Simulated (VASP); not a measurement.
# Si5C3 (P-43m) in VASP: relaxation of cell and atoms with PBE

Aim: the relaxation of cell and atoms of Si5C3 with PBE.

All numbers are computed with VASP 6.6.1; they aren't measurements. Logs are shortened: lines on timing, memory, paths and dates and some standing lists are left out, and cuts for length are marked.

**1. The cell of the first run**

It takes space group P-43m (No. 215, cubic). The conventional cell has a = 4.672 Å, b = 4.672 Å, c = 4.672 Å, α = 90.00°, β = 90.00°, γ = 90.00°. Si (site symmetry -43m) has 4 Si at 2.19 Å within 2.9 Å. Within 2.6 Å of Si (site symmetry 3m) lie 3 C at 1.97 Å and 1 Si at 2.19 Å. C (site symmetry -42m) has 4 Si at 1.97 Å within 2.6 Å.

**2. Relaxation of cell and atoms, PBE**

Input file INCAR:

```
SYSTEM = Si5C3
ALGO     = Normal         ! electronic algorithm
EDIFF    = 1E-7           ! SCF threshold, eV
EDIFFG   = -0.01          ! ionic threshold
ENCUT    = 600            ! plane-wave cutoff, eV
GGA      = PE             ! functional
IBRION   = 2              ! ionic algorithm
ISIF     = 3              ! what is computed and relaxed
ISMEAR   = 0              ! smearing method
LASPH    = .True.         ! aspherical terms in the spheres
LCHARG   = .False.        ! write CHGCAR
LREAL    = .False.        ! projectors in reciprocal space
LWAVE    = .False.        ! write WAVECAR
NELM     = 80             ! most SCF steps
NSW      = 100            ! ionic steps
PREC     = Accurate       ! precision mode
SIGMA    = 0.1            ! smearing width, eV
```

Input file KPOINTS:

```
k-points
0
Gamma
  8 8 8
  0 0 0
```

Input file POSCAR:

```
Si5C3
1.0
    4.6717580294      0.0000000000      0.0000000000
    0.0000000000      4.6717580294      0.0000000000
    0.0000000000      0.0000000000      4.6717580294
Si C
5 3
Direct
    0.0000000000      0.0000000000      0.0000000000
    0.7295901082      0.2704098918      0.7295901082
    0.2704098918      0.7295901082      0.7295901082
    0.7295901082      0.7295901082      0.2704098918
    0.2704098918      0.2704098918      0.2704098918
    0.5000000000      0.5000000000      0.0000000000
    0.5000000000      0.0000000000      0.5000000000
    0.0000000000      0.5000000000      0.5000000000
```

Potentials or basis: VASP PAW PBE potentials, release 64 (Si, C).

The run is started by

```sh
$ cat potpaw_PBE.64/Si/POTCAR potpaw_PBE.64/C/POTCAR > POTCAR
$ mpirun -np 1 vasp_std > vasp.out
```

OUTCAR:

```text
SYSTEM = Si5C3
   EDIFF = 1E-7
   EDIFFG = -0.01
   ENCUT = 600
   GGA = PE
   IBRION = 2
   ISIF = 3
   ISMEAR = 0
   LASPH = .True.
   LREAL = .False.
   NELM = 80
   NSW = 100
   PREC = Accurate

 ion  position               nearest neighbor table
   1  0.000  0.000  0.000-   2 2.19   3 2.19   4 2.19   5 2.19
   2  0.730  0.270  0.730-   6 1.97   7 1.97   8 1.97   1 2.19   3 3.03   4 3.03   5 3.03
   3  0.270  0.730  0.730-   6 1.97   7 1.97   8 1.97   1 2.19   2 3.03   4 3.03   5 3.03
   4  0.730  0.730  0.270-   6 1.97   7 1.97   8 1.97   1 2.19   2 3.03   3 3.03   5 3.03
   5  0.270  0.270  0.270-   6 1.97   7 1.97   8 1.97   1 2.19   2 3.03   3 3.03   4 3.03
   6  0.500  0.500  0.000-   2 1.97   3 1.97   4 1.97   5 1.97
   7  0.500  0.000  0.500-   2 1.97   3 1.97   4 1.97   5 1.97
   8  0.000  0.500  0.500-   2 1.97   3 1.97   4 1.97   5 1.97

  LATTYP: Found a simple cubic cell.
 ALAT       =     4.6717580294

  Lattice vectors:

 A1 = (   4.6717580294,   0.0000000000,   0.0000000000)
 A2 = (   0.0000000000,   4.6717580294,   0.0000000000)
 A3 = (   0.0000000000,   0.0000000000,   4.6717580294)

Analysis of symmetry for initial positions (statically):
=====================================================================
 Subroutine PRICEL returns:
 Original cell was already a primitive cell.

 Routine SETGRP: Setting up the symmetry group for a
 simple cubic supercell.

 Subroutine GETGRP returns: Found 24 space group operations
 (whereof 24 operations were pure point group operations)
 out of a pool of 48 trial point group operations.

The static configuration has the point symmetry T_d .

Analysis of symmetry for dynamics (positions and initial velocities):
=====================================================================
 Subroutine PRICEL returns:
 Original cell was already a primitive cell.

 Routine SETGRP: Setting up the symmetry group for a
 simple cubic supercell.

 Subroutine GETGRP returns: Found 24 space group operations
 (whereof 24 operations were pure point group operations)
 out of a pool of 48 trial point group operations.

The dynamic configuration has the point symmetry T_d .

 Subroutine INISYM returns: Found 24 space group operations
 (whereof 24 operations are pure point group operations),
 and found     1 'primitive' translations

----------------------------------------------------------------------------------------

                                     Primitive cell

  volume of cell :     101.9626

  direct lattice vectors                    reciprocal lattice vectors
     4.671758029  0.000000000  0.000000000     0.214052182  0.000000000  0.000000000
     0.000000000  4.671758029  0.000000000     0.000000000  0.214052182  0.000000000
     0.000000000  0.000000000  4.671758029     0.000000000  0.000000000  0.214052182

  length of vectors
     4.671758029  4.671758029  4.671758029     0.214052182  0.214052182  0.214052182

  position of ions in fractional coordinates (direct lattice)
     0.000000000  0.000000000  0.000000000
     0.729590108  0.270409892  0.729590108
     0.270409892  0.729590108  0.729590108
     0.729590108  0.729590108  0.270409892
     0.270409892  0.270409892  0.270409892
     0.500000000  0.500000000  0.000000000
     0.500000000  0.000000000  0.500000000
     0.000000000  0.500000000  0.500000000

  ion indices of the primitive-cell ions
   primitive index   ion index
                 1           1
                 2           2
                 3           3
                 4           4
                 5           5
                 6           6
                 7           7
                 8           8

----------------------------------------------------------------------------------------

 KPOINTS: k-points

Automatic generation of k-mesh.
 Grid dimensions read from file:
 generate k-points for:    8    8    8

 Generating k-lattice:

  Cartesian coordinates                     Fractional coordinates (reciprocal lattice)
     0.026756523  0.000000000  0.000000000     0.125000000  0.000000000  0.000000000
     0.000000000  0.026756523  0.000000000     0.000000000  0.125000000  0.000000000
     0.000000000  0.000000000  0.026756523     0.000000000  0.000000000  0.125000000

  Length of vectors
     0.026756523  0.026756523  0.026756523

  Shift w.r.t. Gamma in fractional coordinates (k-lattice)
     0.000000000  0.000000000  0.000000000

 Subroutine IBZKPT returns following result:
 ===========================================

 Found     35 irreducible k-points:

 Following reciprocal coordinates:
            Coordinates               Weight
  0.000000  0.000000  0.000000      1.000000
  0.125000  0.000000  0.000000      6.000000
  0.250000  0.000000  0.000000      6.000000
  0.375000  0.000000  0.000000      6.000000
  0.500000  0.000000  0.000000      3.000000
  0.125000  0.125000  0.000000     12.000000
[... 16 lines left out ...]
  0.375000  0.375000  0.125000     24.000000
  0.500000  0.375000  0.125000     24.000000
 [... further k-points ...]
   k-points           NKPTS =     35   k-points in BZ     NKDIM =     35   number of bands    NBANDS=     21
   number of dos      NEDOS =    301   number of ions     NIONS =      8
   total plane-waves  NPLWV =  64000
   dimension x,y,z NGX =    40 NGY =   40 NGZ =   40
   dimension x,y,z NGXF=    80 NGYF=   80 NGZF=   80
   ions per type =               5   3
   NGX,Y,Z   is equivalent  to a cutoff of  14.23, 14.23, 14.23 a.u.
   NGXF,Y,Z  is equivalent  to a cutoff of  28.47, 28.47, 28.47 a.u.
 SYSTEM =  Si5C3
   PREC   = accura    normal or accurate (medium, high low for compatibility)
   ISTART =      0    job   : 0-new  1-cont  2-samecut
   ICHARG =      2    charge: 1-file 2-atom 10-const
   ISPIN  =      1    spin polarized calculation?
   LNONCOLLINEAR =      F non collinear calculations
   LSORBIT =      F    spin-orbit coupling
   LASPH  =      T    aspherical Exc in radial PAW
   ENCUT  =  600.0 eV  44.10 Ry    6.64 a.u.   9.33  9.33  9.33*2*pi/ulx,y,z
   NELM   =     80;   NELMIN=  2; NELMDL= -5     # of ELM steps
   EDIFF  = 0.1E-06   stopping-criterion for ELM
   LREAL  =      F    real-space projection
   EDIFFG = -.1E-01   stopping-criterion for IOM
   NSW    =    100    number of steps for IOM
   IBRION =      2    ionic relax: 0-MD 1-quasi-New 2-CG
   NFREE  =      1    steps in history (QN), initial steepest desc. (CG)
   ISIF   =      3    stress and relaxation
   ISYM   =      2    0-nonsym 1-usesym 2-fastsym
   POTIM  = 0.5000    time-step for ionic-motion
   TEBEG  =    0.0;   TEEND  =   0.0 temperature during run
   PSTRESS=    0.0 pullay stress
   NELECT =      32.0000    total number of electrons
   NUPDOWN=      -1.0000    fix difference up-down
   EMIN   =  10.00;   EMAX   =-10.00  energy-range for DOS
   EFERMI =   0.00;   METHOD = LEGACY
   ISMEAR =     0;   SIGMA  =   0.10  broadening in eV -4-tet -1-fermi 0-gaus
   EFERMI_NEDOS =   21; number of points for ismear=-14 and -15
   IALGO  =     38    algorithm
   IMIX   =      4    mixing-type and parameters
     AMIX     =   0.40;   BMIX     =  1.00
     AMIX_MAG =   1.60;   BMIX_MAG =  1.00
  volume/ion in A,a.u.               =      12.75        86.01
  Fermi-wavevector in a.u.,A,eV,Ry     =   1.112529  2.102374 16.840199  1.237720
  Thomas-Fermi vector in A             =   2.249104
   LORBIT       =      0    0 simple, 1 ext, 2 COOP (PROOUT), +10 PAW based schemes
   GGA     = PE    functional components
   LHFCALC =     F    Hartree Fock is set to
   AEXX    =    0.0000 exact exchange contribution
   IVDW    =     0    specifies the selected vdW correction
   LEPSILON=     F    determine dielectric tensor
   LRPA    =     F    only Hartree local field effects (RPA)
 conjugate gradient relaxation of ions
 non-spin polarized calculation
 Gauss-broadening in eV      SIGMA  =   0.10
  energy-cutoff  :      600.00
  volume of cell :      101.96
 maximum number of plane-waves:      3448
 NGX is ok and might be reduce to    40
   NGX = 19   NGY = 19   NGZ = 19

--------------------------------------- Ionic step        1  -------------------------------------------

 number of electron      31.9999999 magnetization

 Free energy of the ion-electron system (eV)
  ---------------------------------------------------
  ext. energy  EPLUGINS =         0.00000000
  ---------------------------------------------------
  free energy    TOTEN  =       -53.14891291 eV

  energy without entropy =      -53.14550301  energy(sigma->0) =      -53.14720796

------------------------ aborting loop because EDIFF is reached ----------------------------------------

  FORCE on cell =-STRESS in cart. coord.  units (eV):
  Direction    XX          YY          ZZ          XY          YZ          ZX
  --------------------------------------------------------------------------------------
  -------------------------------------------------------------------------------------
  Total       -0.3731716     -0.3731716     -0.3731716     -0.0000000      0.0000000      0.0000000
  in kB       -5.8637862     -5.8637862     -5.8637862     -0.0000000      0.0000000      0.0000000
  external PRESSURE =      -5.8637862 kB  Pullay stress =       0.0000000 kB
[... 153 lines left out ...]
  energy  without entropy=      -53.1463649579  energy(sigma->0) =      -53.14831061

--------------------------------------- Ionic step        5  -------------------------------------------

 number of electron      31.9999999 magnetization

 Free energy of the ion-electron system (eV)
  ---------------------------------------------------
  ext. energy  EPLUGINS =         0.00000000
  ---------------------------------------------------
  free energy    TOTEN  =       -53.15027712 eV

  energy without entropy =      -53.14643719  energy(sigma->0) =      -53.14835716

 E-fermi :   7.6180     XC(G=0): -10.7139

 val. band max:        7.5179158755   @ k =   0.1250   0.0000   0.0000
 cond. band min:       7.6187981387   @ k =   0.1250   0.1250   0.0000
 fundamental gap:      0.1008822632
 Fermi energy:         7.6180353231

 k-point     1 :       0.0000    0.0000    0.0000
  band No.  band energies     occupation
      1      -7.2293      2.00000
      2      -3.3018      2.00000
      3      -3.3018      2.00000
      4      -0.5470      2.00000
      5      -0.5470      2.00000
      6      -0.5470      2.00000
[... 550 lines left out ...]
      5      -0.2756      2.00000
      6       0.7465      2.00000
[... 13 lines left out ...]
     20      11.8049      0.00000
     21      12.4678      0.00000

 [... further k-points ...]

------------------------ aborting loop because EDIFF is reached ----------------------------------------

  FORCE on cell =-STRESS in cart. coord.  units (eV):
  Direction    XX          YY          ZZ          XY          YZ          ZX
  --------------------------------------------------------------------------------------
  -------------------------------------------------------------------------------------
  Total        0.0036672      0.0036672      0.0036672      0.0000000     -0.0000000      0.0000000
  in kB        0.0578756      0.0578756      0.0578756      0.0000000     -0.0000000      0.0000000
  external PRESSURE =       0.0578756 kB  Pullay stress =       0.0000000 kB
[... 23 lines left out ...]
  FREE ENERGIE OF THE ION-ELECTRON SYSTEM (eV)
  ---------------------------------------------------
  free  energy   TOTEN  =       -53.1502771175 eV

  energy  without entropy=      -53.1464371926  energy(sigma->0) =      -53.14835716

 reached required accuracy - stopping structural energy minimisation
```

Run time: 5.8 min. Hardware: 1 thread of Intel Xeon 8259CL, shared host; peak memory 0.28 GiB.

What came out:

```
Free energy                           : -53.1503 eV
Relaxed volume                        : 12.69 Å³/atom
Relaxed cell                          : a = 4.665 Å, b = 4.665 Å, c = 4.665 Å, α = 90.00°, β = 90.00°, γ = 90.00°
Space group after relaxing (to 0.1 Å) : P-43m (No. 215)
Energy gained by relaxing             : 0.2 meV/atom
Ionic steps                           : 5
Pressure after relaxing               : 0.0 GPa
Band gap on the k mesh                : zero (bands 16 and 17 overlap by 0.21 eV)
```

The path:
```csv
step,energy change (eV),largest force (eV/Å),pressure (GPa),volume (Å³)
1,0.0000,0.0778,-0.59,101.96
2,-0.0011,0.0052,0.39,101.28
3,-0.0013,0.0264,0.10,101.48
4,-0.0013,0.0152,-0.05,101.55
5,-0.0014,0.0006,0.01,101.52
```

Final structure:
```
Si C
1.0
     4.66499    0.00000    0.00000
     0.00000    4.66499    0.00000
     0.00000    0.00000    4.66499
Si C
5 3
Direct
  0.00000 0.00000 0.00000
  0.72916 0.27084 0.72916
  0.27084 0.72916 0.72916
  0.72916 0.72916 0.27084
  0.27084 0.27084 0.27084
  0.50000 0.50000 0.00000
  0.50000 0.00000 0.50000
  0.00000 0.50000 0.50000
```

Caveat: semilocal functionals underestimate gaps, so a narrow gap can read as zero.
